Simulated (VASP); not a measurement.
Input of a VASP 6.6.1 run:

The input INCAR:

```
SYSTEM = Pb
PREC = Accurate
ENCUT = 520
EDIFF = 1E-6
ISMEAR = 0
SIGMA = 0.15
LREAL = .FALSE.
LASPH = .TRUE.
NELM = 80
ALGO = Fast
ISIF = 2
LWAVE = .FALSE.
LCHARG = .FALSE.
GGA = PE
NBANDS = 13
```

File KPOINTS:

```
regular mesh
0
G
  16 16 16
  0 0 0
```

The input POSCAR:

```
Pb
1.0
    0.0000000000      2.3401355000      2.4698000000
    2.5994645000      0.0000000000      2.4698000000
    2.5994645000      2.3401355000      0.0000000000
Pb
1
Direct
    0.0000000000      0.0000000000      0.0000000000
```

Potentials or basis: VASP PAW PBE potentials, release 64 (Pb_d).

The run is started by

```sh
$ cat potpaw_PBE.64/Pb_d/POTCAR > POTCAR
$ mpirun -np 1 vasp_std > vasp.out
```

**Question.** Predict the pressure.

**Answer.** 2.9 GPa.

**Question.** Estimate the band gap on the k mesh.

**Answer.** Zero (band 7 reaches 14.79 eV, above the bottom of band 8 at 5.46 eV).

Stress tensor (GPa, compression positive):
```
2.15 0.00 0.00
0.00 3.65 0.00
0.00 0.00 2.88
```

Caveat: the cell differs from its parent crystal (strain +0.0525 x Voigt [1, -1, 0, 0, 0, 0]); spin-orbit coupling is left out, which moves the levels of the heavy elements.
